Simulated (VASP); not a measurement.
# Ge (I4_1/amd) in VASP: notebook, part 2 of 2

VASP 6.6.1. Earlier steps stand in the parts before.

## Step 5: Relaxation of cell and atoms, LDA, target pressure 13.3 GPa, at which the enthalpy is minimised

This run uses another cell than the first one, of 18.52 Å³/atom.

File INCAR:

```
PREC     = Accurate       # precision mode
ENCUT    = 600            # plane-wave cutoff, eV
EDIFF    = 1E-7           # SCF threshold, eV
ISMEAR   = 0              # smearing method
SIGMA    = 0.1            # smearing width, eV
LREAL    = F              # projectors in reciprocal space
LASPH    = T              # aspherical terms in the spheres
NELM     = 60             # most SCF steps
ALGO     = Normal         # electronic algorithm
ISIF     = 3              # what is computed and relaxed
LWAVE    = F              # write WAVECAR
LCHARG   = F              # write CHGCAR
GGA      = CA             # functional
IBRION   = 2              # ionic algorithm
NSW      = 80             # ionic steps
EDIFFG   = -0.05          # ionic threshold
PSTRESS  = 133.0
```

File KPOINTS:

```
regular mesh
0
Gamma
  8 8 8
```

File POSCAR:

```
Ge
1.0
   -2.5744897190      2.5744897190      1.3974126432
    2.5744897190     -2.5744897190      1.3974126432
    2.5744897190      2.5744897190     -1.3974126432
Ge
2
Direct
    0.2500000000      0.7500000000      0.5000000000
    0.5000000000      0.5000000000      0.0000000000
```

Potentials or basis: VASP PAW LDA potentials, release 64 (Ge_d).

Run with:

```console
$ cat potpaw_LDA.64/Ge_d/POTCAR > POTCAR
$ mpirun -np 1 vasp_std > vasp.out
```

OUTCAR:

```text
PREC = Accurate
   ENCUT = 600
   EDIFF = 1E-7
   ISMEAR = 0
   LREAL = F
   LASPH = T
   NELM = 60
   ISIF = 3
   GGA = CA
   IBRION = 2
   NSW = 80
   EDIFFG = -0.05
   PSTRESS = 133.0

 ion  position               nearest neighbor table
   1  0.250  0.750  0.500-   2 2.67   2 2.67   2 2.67   2 2.67
   2  0.500  0.500  0.000-   1 2.67   1 2.67   1 2.67   1 2.67

  LATTYP: Found a body centered tetragonal cell.
 ALAT       =     5.1489794380
 C/A-ratio  =     0.5427920853

  Lattice vectors:

 A1 = (  -2.5744897190,   2.5744897190,   1.3974126432)
 A2 = (   2.5744897190,  -2.5744897190,   1.3974126432)
 A3 = (   2.5744897190,   2.5744897190,  -1.3974126432)

Analysis of symmetry for initial positions (statically):
=====================================================================
 Subroutine PRICEL returns:
 Original cell was already a primitive cell.

 Routine SETGRP: Setting up the symmetry group for a
 body centered tetragonal supercell.

 Subroutine GETGRP returns: Found 16 space group operations
 (whereof  8 operations were pure point group operations)
 out of a pool of 16 trial point group operations.

The static configuration has the point symmetry D_2d.
 The point group associated with its full space group is D_4h.

Analysis of symmetry for dynamics (positions and initial velocities):
=====================================================================
 Subroutine PRICEL returns:
 Original cell was already a primitive cell.

 Routine SETGRP: Setting up the symmetry group for a
 body centered tetragonal supercell.

 Subroutine GETGRP returns: Found 16 space group operations
 (whereof  8 operations were pure point group operations)
 out of a pool of 16 trial point group operations.

The dynamic configuration has the point symmetry D_2d.
 The point group associated with its full space group is D_4h.

 Subroutine INISYM returns: Found 16 space group operations
 (whereof  8 operations are pure point group operations),
 and found     1 'primitive' translations

----------------------------------------------------------------------------------------
[... 117 lines left out ...]
   LORBIT       =      0    0 simple, 1 ext, 2 COOP (PROOUT), +10 PAW based schemes
   GGA     = CA    functional components
   LHFCALC =     F    Hartree Fock is set to
   AEXX    =    0.0000 exact exchange contribution
   IVDW    =     0    specifies the selected vdW correction
   LEPSILON=     F    determine dielectric tensor
   LRPA    =     F    only Hartree local field effects (RPA)
 conjugate gradient relaxation of ions
 non-spin polarized calculation
 Gauss-broadening in eV      SIGMA  =   0.10
  energy-cutoff  :      600.00
  volume of cell :       37.05
 maximum number of plane-waves:      1258
   NGX = 15   NGY = 15   NGZ = 15

--------------------------------------- Ionic step        1  -------------------------------------------

 number of electron      28.0000000 magnetization

 Free energy of the ion-electron system (eV)
  ---------------------------------------------------
  ext. energy  EPLUGINS =         0.00000000
  ---------------------------------------------------
  free energy    TOTEN  =       -10.00070286 eV

  energy without entropy =       -9.99687992  energy(sigma->0) =       -9.99879139

------------------------ aborting loop because EDIFF is reached ----------------------------------------

  FORCE on cell =-STRESS in cart. coord.  units (eV):
  Direction    XX          YY          ZZ          XY          YZ          ZX
  --------------------------------------------------------------------------------------
  -------------------------------------------------------------------------------------
  Total       -0.9526184     -0.9526184      0.1579603      0.0000000     -0.0000000      0.0000000
  in kB      -41.1967119    -41.1967119      6.8311125      0.0000000     -0.0000000      0.0000000
  external PRESSURE =    -158.1874371 kB  Pullay stress =     133.0000000 kB
[... 25 lines left out ...]
--------------------------------------- Ionic step        2  -------------------------------------------

 number of electron      28.0000012 magnetization

 E-fermi :  10.1011     XC(G=0): -13.1001

 val. band max:        9.9641444764   @ k =   0.3750   0.0000   0.0000
 cond. band min:      10.1045207576   @ k =   0.2500   0.1250  -0.0000
 fundamental gap:      0.1403762812
 Fermi energy:        10.1010721480

 k-point     1 :       0.0000    0.0000    0.0000
  band No.  band energies     occupation
      1     -15.2856      2.00000
      2     -15.1529      2.00000
      3     -15.1278      2.00000
      4     -15.0764      2.00000
      5     -14.8781      2.00000
      6     -14.8781      2.00000
[... 646 lines left out ...]
--------------------------------------- Ionic step        6  -------------------------------------------

 number of electron      27.9999992 magnetization

 Free energy of the ion-electron system (eV)
  ---------------------------------------------------
  ext. energy  EPLUGINS =         0.00000000
  ---------------------------------------------------
  free energy    TOTEN  =        -9.87400422 eV

  energy without entropy =       -9.87049789  energy(sigma->0) =       -9.87225105

 E-fermi :   8.3071     XC(G=0): -12.4135

 val. band max:        8.2908951511   @ k =   0.2500   0.1250  -0.0000
 cond. band min:       8.4686759875   @ k =   0.1250   0.1250  -0.0000
 fundamental gap:      0.1777808364
 Fermi energy:         8.3071172851

 k-point     1 :       0.0000    0.0000    0.0000
  band No.  band energies     occupation
      1     -16.7126      2.00000
      2     -16.6039      2.00000
      3     -16.5891      2.00000
      4     -16.5452      2.00000
      5     -16.4216      2.00000
      6     -16.4216      2.00000
[... 528 lines left out ...]
  energy  without entropy=       -9.8704978879  energy(sigma->0) =       -9.87225105

  enthalpy is  TOTEN    =        -7.2366454198 eV   P V=        2.6373587991

 reached required accuracy - stopping structural energy minimisation
```

OSZICAR:

```text
N       E                     dE             d eps       ncg     rms          rms(c)
DAV:   1     0.158054893458E+03    0.15805E+03   -0.16244E+04  2164   0.480E+03
DAV:   2     0.863372839473E+01   -0.14942E+03   -0.14688E+03  2124   0.542E+02
DAV:   3    -0.953054408516E+01   -0.18164E+02   -0.17946E+02  2352   0.140E+02
[... 53 lines left out ...]
DAV:   3    -0.987397645648E+01    0.18232E-02   -0.36110E-03  3382   0.114E+00    0.287E-02
DAV:   4    -0.987400576973E+01   -0.29313E-04   -0.50194E-04  2188   0.264E-01    0.187E-02
DAV:   5    -0.987400439526E+01    0.13745E-05   -0.10470E-05  3308   0.907E-02    0.427E-03
DAV:   6    -0.987400422000E+01    0.17526E-06   -0.84487E-07  2542   0.149E-02    0.158E-03
DAV:   7    -0.987400421894E+01    0.10587E-08   -0.79024E-08  1214   0.359E-03
   6 F= -.72366454E+01 E0= -.72348923E+01  d E =-.118884E-01
```

CONTCAR:

```text
Ge
   1.00000000000000
    -2.4122300439356947    2.4122300439356947    1.3649939390573074
     2.4122300439356947   -2.4122300439356947    1.3649939390573074
     2.4122300439356947    2.4122300439356947   -1.3649939390573074
  Ge
     2
Direct
     0.2500000000000000    0.7500000000000000    0.5000000000000000
     0.5000000000000000    0.5000000000000000    0.0000000000000000

  0.00000000E+00  0.00000000E+00  0.00000000E+00
  0.00000000E+00  0.00000000E+00  0.00000000E+00
```

Wall time 2.8 min (1 thread of Intel Xeon Platinum 8488C (Sapphire Rapids), shared host); peak memory 0.18 GiB.

Results:

* Free energy: -9.8740 eV
* Relaxed volume: 15.89 Å³/atom
* Relaxed cell: a = 3.674 Å, b = 3.674 Å, c = 3.674 Å, α = 97.93°, β = 97.93°, γ = 136.38°
* Space group after relaxing (to 0.1 Å): I4_1/amd (No. 141)
* Energy change on relaxing (the run minimises the enthalpy): +63.3 meV/atom
* Ionic steps: 6
* Pressure after relaxing: 13.4 GPa
* Band gap on the k mesh: zero (bands 14 and 15 overlap by 5.53 eV)

Step by step:
```
step  energy change (eV)  largest force (eV/Å)  pressure (GPa)  volume (Å³)
   1              0.0000                0.0000           -2.52        37.05
   2              0.6790                0.0000           36.47        28.07
   3              0.1323                0.0000           13.26        31.85
   4              0.1404                0.0000           13.68        31.75
   5              0.1278                0.0000           13.48        31.77
   6              0.1267                0.0000           13.42        31.77
```

Final structure:
```xyz
2
Lattice="-2.4122 2.4122 1.3650 2.4122 -2.4122 1.3650 2.4122 2.4122 -1.3650" Properties=species:S:1:pos:R:3 pbc="T T T"
Ge    2.4122    0.0000    0.6825
Ge    0.0000    0.0000    1.3650
```

Caveat: the cell is relaxed towards a set pressure, so the run minimises the enthalpy, not the energy.

## Step 6: Single point, LDA

File INCAR:

```
PREC = Accurate ; ENCUT = 520
EDIFF = 1E-6 ; ISMEAR = -1
SIGMA = 0.1 ; LREAL = False
LASPH = True ; NELM = 80
ALGO = Normal ; ISIF = 2
LWAVE = False ; LCHARG = False
NBANDS = 21
```

File KPOINTS:

```
Automatic mesh
0
Gamma
  18 18 18
```

File POSCAR:

```
Ge
1.0
   -2.4381720198      2.4381720198      1.3348333555
    2.4381720198     -2.4381720198      1.3348333555
    2.4381720198      2.4381720198     -1.3348333555
Ge
2
Direct
    0.2500000000      0.7500000000      0.5000000000
    0.5000000000      0.5000000000      0.0000000000
```

Potentials or basis: VASP PAW LDA potentials, release 64 (Ge_d).

Run with:

```console
$ cat potpaw_LDA.64/Ge_d/POTCAR > POTCAR
$ mpirun -np 1 vasp_std > vasp.out
```

Wall time 2.8 min (1 thread of Intel Xeon Platinum 8488C (Sapphire Rapids), shared host); peak memory 0.34 GiB.

It converged, with:

```
Free energy            : -9.8823 eV
Pressure               : 13.5 GPa
Band gap on the k mesh : zero (bands 14 and 15 overlap by 6.41 eV)
```

Levels at points of the mesh, in eV from the Fermi level:
```tsv
k point	band 11	band 12	band 13	band 14	band 15	band 16	band 17	band 18
(0.00, 0.00, 0.00)	-14.75	-3.50	-2.78	-2.78	3.03	8.68	8.68	9.18
(0.50, 0.00, 0.00)	-8.59	-7.20	-2.44	-2.39	-1.74	2.26	4.08	6.36
(0.50, 0.50, 0.00)	-11.62	-11.62	0.61	0.61	2.37	2.37	8.25	8.25
(0.50, 0.50, 0.50)	-9.40	-9.40	-6.97	-6.97	6.60	6.60	12.93	12.93
```

Caveat: the cell stands under pressure.

## Step 7: Summary

```tsv
task	cell	k mesh	cutoff (eV)	smearing	gap on the mesh (eV)	pressure (GPa)
single point	a = 3.672 Å, angles 98.0, 98.0, 136.3°, 2 atoms	8 × 8 × 8	520	gaussian 0.1 eV	none	13.6
relaxation of cell and atoms	relaxed to 13.3 GPa from a = 3.672 Å, angles 98.0, 98.0, 136.3°, 2 atoms	8 × 8 × 8	600	gaussian 0.1 eV	none	13.6
relaxation of cell and atoms	relaxed to 13.3 GPa from a = 3.900 Å, angles 97.4, 97.4, 138.0°, 2 atoms	8 × 8 × 8	600	gaussian 0.1 eV	none	13.4
single point	a = 3.697 Å, angles 97.5, 97.5, 137.7°, 2 atoms	18 × 18 × 18	520	fermi-dirac 0.1 eV	none	13.5
```

Alike in all rows: level LDA; potentials or basis VASP PAW LDA potentials, release 64 (Ge_d); no spin polarisation.

Caveats: the cell stands under pressure (at least some runs); the cell is relaxed towards a set pressure, so the run minimises the enthalpy, not the energy (at least some runs); the relaxation stopped at its first step, so nothing moved (at least some runs).

Total energies depend on the potentials used, so only differences within one code and one set of settings carry meaning.
